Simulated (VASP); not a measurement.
Input of a VASP 6.6.1 run:

INCAR

```
ALGO = Normal
EDIFF = 1E-6
ENCUT = 520
GGA = CA
ISIF = 2
ISMEAR = 0
LASPH = True
LCHARG = False
LREAL = False
LWAVE = False
NBANDS = 21
NELM = 60
PREC = Accurate
SIGMA = 0.05
```

File KPOINTS:

```
k-points
0
Gamma
  8 8 6
```

POSCAR

```
AlGaN2
1.0
    3.3100532127      0.0000000000      0.0000000000
    0.0000000000      3.3100532127      0.0000000000
    0.0000000000      0.0000000000      3.8830234239
Al Ga N
1 1 2
Direct
    0.5000000000      0.5000000000      0.5000000000
    0.0000000000      0.0000000000      0.0000000000
    0.5000000000      0.0000000000      0.7363916535
    0.0000000000      0.5000000000      0.2636083465
```

Potentials or basis: VASP PAW LDA potentials, release 64 (Al, Ga_d, N).

Run with:

```bash
$ cat potpaw_LDA.64/Al/POTCAR potpaw_LDA.64/Ga_d/POTCAR potpaw_LDA.64/N/POTCAR > POTCAR
$ mpirun -np 1 vasp_std > vasp.out
```

(1) Predict the largest force.

(2) What does it give for the band gap on the k mesh?

Answers

(1) 0.025 eV/Å.

(2) 2.81 eV, direct.
